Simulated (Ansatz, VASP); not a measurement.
## Two plane-wave programs on GaSb3

POSCAR

```
GaSb3
1.0
    0.0000000000      3.7796874061      3.7796874061
    3.7796874061      0.0000000000      3.7796874061
    3.7796874061      3.7796874061      0.0000000000
Sb Ga
3 1
Direct
    0.5000000000      0.5000000000      0.5000000000
    0.7500000000      0.7500000000      0.7500000000
    0.2500000000      0.2500000000      0.2500000000
    0.0000000000      0.0000000000      0.0000000000
```

INCAR.step1

```
SYSTEM = GaSb3
  PREC = Accurate
  ENCUT = 550
  ISMEAR = -1
  SIGMA = 0.05
  LREAL = .FALSE.
  LASPH = .TRUE.
  NELM = 120
  NBANDS = 22
  GGA = PE
  ALGO = Normal
  EDIFF = 1E-5
  LWAVE = .TRUE.
  LCHARG = .FALSE.
  GGA_COMPAT = .FALSE.
```

INCAR.step2

```
SYSTEM = GaSb3
  PREC = Accurate
  ENCUT = 550
  EDIFF = 1E-6
  ISMEAR = -1
  SIGMA = 0.05
  LREAL = .FALSE.
  LASPH = .TRUE.
  NELM = 120
  ALGO = Normal
  ISIF = 2
  LWAVE = .FALSE.
  LCHARG = .TRUE.
  METAGGA = R2SCAN
  LMIXTAU = .TRUE.
  LELF = .TRUE.
  LVHAR = .TRUE.
  NBANDS = 22
  ISTART = 1
  GGA_COMPAT = .FALSE.
```

File KPOINTS:

```
regular mesh
0
G
  6 6 6
  0 0 0
```

The input input.yaml:

```yaml
crystal:
  lattice:
    - [0.0, 3.7796874061, 3.7796874061]
    - [3.7796874061, 0.0, 3.7796874061]
    - [3.7796874061, 3.7796874061, 0.0]
  atoms:
    - { symbol: Sb, position: [0.5, 0.5, 0.5] }
    - { symbol: Sb, position: [0.75, 0.75, 0.75] }
    - { symbol: Sb, position: [0.25, 0.25, 0.25] }
    - { symbol: Ga, position: [0.0, 0.0, 0.0] }
hamiltonian:
  xc: r2scan
  pseudopotentials: { kind: paw }
kpoints:
  mp_grid: { grid: [6, 6, 6] }
scf:
  occupations: { method: fermi_dirac, width: 0.05 }
output:
  forces: true
  stress: true
  eigenvalues: true
```

Alike in both runs: task single point; functional r2SCAN; k mesh 6 × 6 × 6; occupations fermi-dirac, width 0.05 eV; no spin polarisation.

```csv
,VASP,Ansatz
version,VASP 6.6.1,Ansatz 0.2.0
potentials or method,"VASP PAW PBE potentials, release 64 (Sb, Ga_d)",Ansatz PAW
plane-wave cutoff (eV),550,500
valence electrons in the cell,28,58
```

|  | VASP | Ansatz | Ansatz less VASP |
| --- | --- | --- | --- |
| gap on the k mesh at the Fermi level (eV) | none | none | - |
| pressure (GPa) | -3.2 | -3.2 | +0.06 |

VASP's potentials were made for PBE, not for r2SCAN. A gap of «none» marks a metal or a gap that the smearing closes. With one functional, cell and mesh, what is left measures potentials, basis and numerics. VASP's potentials hold 28 valence electrons a cell and Ansatz's 58, so a difference there can come from the potentials and not from the codes.

Neither program's run includes spin-orbit coupling.
